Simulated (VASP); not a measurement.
Set up this calculation in VASP 6.6.1, as the native input.

| Item | Value |
| --- | --- |
| Task | single point |
| Functional | PBEsol |
| Potentials or basis | VASP PAW PBE potentials, release 64 (Zn, O) |
| Cutoff | 520 eV |
| k mesh | 2 × 2 × 2 |
| Occupations | fermi-dirac, width 0.05 eV |
| Spin | no spin polarisation |
| Dipole correction | no |
| Further INCAR settings | LREAL = Auto; ALGO = Normal; EDIFF = 1e-06; NBANDS = 79 |

The structure of Zn7O8 (a cell with a defect) lies in POSCAR:

```
Zn7O8
1.0
   -3.2373510000     -5.6072560000      0.0000000000
    4.8560270000     -2.8036280000      0.0000000000
    0.0000000000      0.0000000000      5.2220610000
Zn O
7 8
Direct
    0.5000000239      0.6685433539      0.5023916802
    0.5000000292      0.3321185394      0.0047682323
    0.2456070443      0.1688881076      0.5053742191
    0.2474923357      0.8344787952     -0.0020017001
    0.0000001170      0.6605207053      0.5010433620
   -0.2456069923      0.1688880556     -0.4946257809
    0.7525077765      0.8344788451     -0.0020017001
    0.5000000418      0.6613201771      0.8824634565
    0.5000000568      0.3340588271      0.3801234800
    0.2791084407      0.1496894456      0.8683154027
    0.2507484336      0.8331227756      0.3758521779
    0.0000000096      0.7056381752      0.8646986314
    0.0000000294      0.3321085519      0.4113195920
    0.7208916858      0.1496895342      0.8683154027
    0.7492515614      0.8331228989      0.3758521779
```

The input as run:

INCAR

```
SYSTEM = Zn7O8
  PREC = Accurate
  ENCUT = 520
  EDIFF = 1E-6
  ISMEAR = -1
  SIGMA = 0.05
  LREAL = Auto
  LASPH = .True.
  NELM = 60
  ALGO = Normal
  ISIF = 2
  LWAVE = .False.
  LCHARG = .False.
  GGA = PS
  NBANDS = 79
```

KPOINTS

```
regular mesh
0
Gamma
  2 2 2
  0 0 0
```

Potentials or basis: VASP PAW PBE potentials, release 64 (Zn, O).

Launch:

```sh
$ cat potpaw_PBE.64/Zn/POTCAR potpaw_PBE.64/O/POTCAR > POTCAR
$ mpirun -np 1 vasp_std > vasp.out
```

Results of the run:

```
Pressure               : -0.5 GPa
Largest force          : 0.052 eV/Å
Band gap on the k mesh : zero (bands 66 and 67 overlap by 0.40 eV)
```

Caveat: the k points lie up to 0.60 Å⁻¹ apart; the PAW data sets were made with another functional, which shifts forces and pressure a little.

Run time: 2.8 min on 1 thread of Intel(R) Xeon(R) Platinum 8559C (Emerald Rapids) (shared host), peak memory 0.3 GiB.
